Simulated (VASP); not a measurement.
Set up this calculation in VASP 6.6.1, as the native input.

```
Task                   : single point
Functional             : PBE
Potentials or basis    : VASP PAW PBE potentials, release 64 (Ni, Si)
Cutoff                 : 520 eV
k mesh                 : 9 × 9 × 9
Occupations            : gaussian, width 0.011 eV
Spin                   : collinear spin, ferromagnetic start
Starting moments       : [1.0, 0.0, 0.0] μB
Dipole correction      : no
Further INCAR settings : ALGO = Normal; EDIFF = 1e-06; NBANDS = 20
```

The structure of Si2Ni lies in POSCAR:

```
Si2Ni
1.0
    0.0000000000      2.7030000000      2.7030000000
    2.7030000000      0.0000000000      2.7030000000
    2.7030000000      2.7030000000      0.0000000000
Ni Si
1 2
Direct
    0.0000000000      0.0000000000      0.0000000000
    0.7500000000      0.7500000000      0.7500000000
    0.2500000000      0.2500000000      0.2500000000
```

These files were run (other wordings do the same):

INCAR

```
ALGO = Normal
EDIFF = 1E-6
ENCUT = 520
GGA = PE
ISIF = 2
ISMEAR = 0
ISPIN = 2
LASPH = True
LCHARG = False
LMAXMIX = 4
LORBIT = 11
LREAL = False
LWAVE = False
MAGMOM = 1 0 0
NBANDS = 20
NELM = 150
PREC = Accurate
SIGMA = 0.011
```

KPOINTS

```
k-points
0
Gamma
  9 9 9
```

Potentials or basis: VASP PAW PBE potentials, release 64 (Ni, Si).

The run is started by

```bash
$ cat potpaw_PBE.64/Ni/POTCAR potpaw_PBE.64/Si/POTCAR > POTCAR
$ mpirun -np 1 vasp_std > vasp.out
```

It gave:

```json
{
 "Pressure": "3.8 GPa",
 "Band gap on the k mesh": "zero (filled and empty bands overlap)",
 "Net moment": "0.00 μB per cell",
 "Valence electrons inside the program's atomic spheres": "Ni 9.81; Si 1.59"
}
```

Caveat: the cell stands under pressure.

It took 100 s on 1 thread of AMD EPYC 7R13 (shared host), peak memory 0.17 GiB.
